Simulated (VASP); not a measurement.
Runs of VASP 6.6.1 on V. The structure is that of space group Fd-3m (No. 227), or close to it. The cells are those of the table. This isn't the form of V at room conditions, which is bcc.

| task | cell | k mesh | cutoff (eV) | gap on the mesh (eV) | pressure (GPa) |
| --- | --- | --- | --- | --- | --- |
| single point | a = 3.876 Å, angles 60.0°, 2 atoms | 17 × 17 × 17 | 520 | none | (a) |
| single point | a = 3.667 Å, angles 60.0°, 2 atoms | 17 × 17 × 17 | 520 | none | 9.7 |
| relaxation of cell and atoms | relaxed from a = 3.751 Å, angles 60.0°, 2 atoms | 10 × 10 × 10 | 600 | none | 0.0 |
| single point | a = 3.826 Å, angles 60.0°, 2 atoms | 10 × 10 × 10 | 520 | none | 0.3 |
| single point | a = 3.721 Å, angles 60.0°, 2 atoms | 17 × 17 × 17 | 520 | none | 5.9 |

Alike in all rows: level BLYP; potentials or basis VASP PAW PBE potentials, release 64 (V_sv); no spin polarisation; smearing fermi-dirac 0.1 eV.

Q: Estimate the missing entries.

A: (a) -1.7.

Caveats: the PAW data sets were made with another functional, which shifts forces and pressure a little; the cell stands under pressure (at least some runs).

A gap of «none» marks levels without a gap at the run's occupations.
